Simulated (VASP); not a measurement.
Wanted: the native input for a VASP 6.6.1 run.

```
Task                   : single point
Functional             : PBE
Potentials or basis    : VASP PAW PBE potentials, release 64 (K_sv, Nb_sv, O)
Cutoff                 : 520 eV
k mesh                 : 12 × 12 × 4
Occupations            : gaussian, width 0.1 eV
Spin                   : no spin polarisation
Dipole correction      : no
Further INCAR settings : ALGO = Normal; EDIFF = 1e-06; NBANDS = 33
```

The structure of K2Nb2O lies in POSCAR:

```
K2Nb2O
1.0
    4.3142188599      0.0000000000      0.0000000000
   -2.1571094299      3.7362231301      0.0000000000
    0.0000000000      0.0000000000     10.2120501411
K Nb O
2 2 1
Direct
    0.0000000000      0.0000000000      0.7266017454
    0.0000000000      0.0000000000      0.2733982546
    0.3333333333      0.6666666667      0.0000000000
    0.6666666667      0.3333333333      0.0000000000
    0.0000000000      0.0000000000      0.0000000000
```

The cell was built from a structure type or drawn by symmetry, and may not be a known phase.

The input as run:

INCAR

```
SYSTEM = K2Nb2O
PREC = Accurate ; ENCUT = 520
EDIFF = 1E-6 ; ISMEAR = 0
SIGMA = 0.1 ; LREAL = .False.
LASPH = .True. ; NELM = 100
ALGO = Normal ; ISIF = 2
LWAVE = .False. ; LCHARG = .True.
GGA = PE ; LELF = .True.
LVHAR = .True. ; NBANDS = 33
```

KPOINTS

```
regular mesh
0
Gamma
  12 12 4
  0 0 0
```

Potentials or basis: VASP PAW PBE potentials, release 64 (K_sv, Nb_sv, O).

Run with:

```console
$ cat potpaw_PBE.64/K_sv/POTCAR potpaw_PBE.64/Nb_sv/POTCAR potpaw_PBE.64/O/POTCAR > POTCAR
$ mpirun -np 1 vasp_std > vasp.out
```

Results of the run:

```json
{
 "Pressure": "0.0 GPa",
 "Largest force": "0.020 eV/Å",
 "Band gap on the k mesh": "zero (bands 25 and 26 overlap by 0.47 eV)"
}
```

It took 2.1 min on 1 thread of Intel(R) Xeon(R) 6975P-C (Granite Rapids) (shared host), peak memory 0.45 GiB.
